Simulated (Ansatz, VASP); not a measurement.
## One calculation of Li2ClF, two programs

POSCAR

```
Li2ClF
1.0
    1.6438003705      0.9490485863      5.2637591360
   -1.6438003705      0.9490485863      5.2637591360
    0.0000000000     -1.8980971729      5.2637591359
F Cl Li
1 1 2
Direct
    1.0000000000      0.0000000000      0.0000000000
    0.5000000000      0.5000000000      0.5000000000
    0.2633593308      0.2633593308      0.2633593308
    0.7366406692      0.7366406692      0.7366406692
```

File INCAR.step1:

```
SYSTEM = Li2ClF
ALGO = Normal
EDIFF = 1E-4
ENCUT = 520
GGA = PE
ISMEAR = 0
LASPH = .TRUE.
LCHARG = .FALSE.
LREAL = .FALSE.
LWAVE = .TRUE.
NBANDS = 18
NELM = 60
PREC = Accurate
SIGMA = 0.01
```

INCAR.step2

```
SYSTEM = Li2ClF
ALGO = Normal
EDIFF = 1E-6
ENCUT = 520
ISIF = 2
ISMEAR = 0
ISTART = 1
LASPH = .TRUE.
LCHARG = .TRUE.
LELF = .TRUE.
LMIXTAU = .TRUE.
LREAL = .FALSE.
LVHAR = .TRUE.
LWAVE = .FALSE.
METAGGA = R2SCAN
NBANDS = 18
NELM = 60
PREC = Accurate
SIGMA = 0.01
```

Contents of KPOINTS:

```
k-points
0
G
  10 10 10
  0 0 0
```

Input for Ansatz:

```yaml
crystal:
  lattice:
    - [1.6438003705, 0.9490485863, 5.263759136]
    - [-1.6438003705, 0.9490485863, 5.263759136]
    - [0.0, -1.8980971729, 5.2637591359]
  atoms:
    - { symbol: F, position: [1.0, 0.0, 0.0] }
    - { symbol: Cl, position: [0.5, 0.5, 0.5] }
    - { symbol: Li, position: [0.2633593308, 0.2633593308, 0.2633593308] }
    - { symbol: Li, position: [0.7366406692, 0.7366406692, 0.7366406692] }
kpoints:
  mp_grid: { grid: [10, 10, 10] }
  band_path:
    path:
      - [0.0, 0.0, 0.0]
      - [0.5, 0.5, 0.5]
      - [0.8116616015, 0.1883383985, 0.5]
      - [0.5, -0.1883383985, 0.1883383985]
      - [0.5, 0.0, 0.0]
      - [0.3441691992, -0.3441691992, 0.0]
      - [0.6558308008, 0.0, 0.3441691992]
      - [0.5, 0.0, 0.5]
    npoints: 1
hamiltonian:
  xc: r2scan
scf:
  occupations: { method: fixed }
  n_extra_bands: 5
output:
  forces: true
  stress: true
  eigenvalues: true
```

Alike in both runs: task single point; functional r2SCAN; k mesh 10 × 10 × 10; no spin polarisation.

|  | VASP | Ansatz |
| --- | --- | --- |
| version | VASP 6.6.1 | Ansatz 0.2.0 |
| potentials or method | VASP PAW PBE potentials, release 64 (F, Cl, Li_sv) | plane waves, PAW |
| plane-wave cutoff (eV) | 520 | 500 |
| occupations | gaussian, width 0.01 eV | fixed |
| valence electrons in the cell | 20 | 20 |

|  | VASP | Ansatz | Ansatz less VASP |
| --- | --- | --- | --- |
| gap on the k mesh at the Fermi level (eV) | 5.65 | 5.57 | -0.081 |
| rms of the force components (eV/Å) | 0.005 | 0.001 | -0.0047 |

VASP's potentials were made for PBE, not for r2SCAN. Atom by atom the forces differ by 0.006 eV/Å (rms over components).

Noted on VASP's run: the cutoff is under 1.25 times that of the potentials, so the pressure is a little rough.
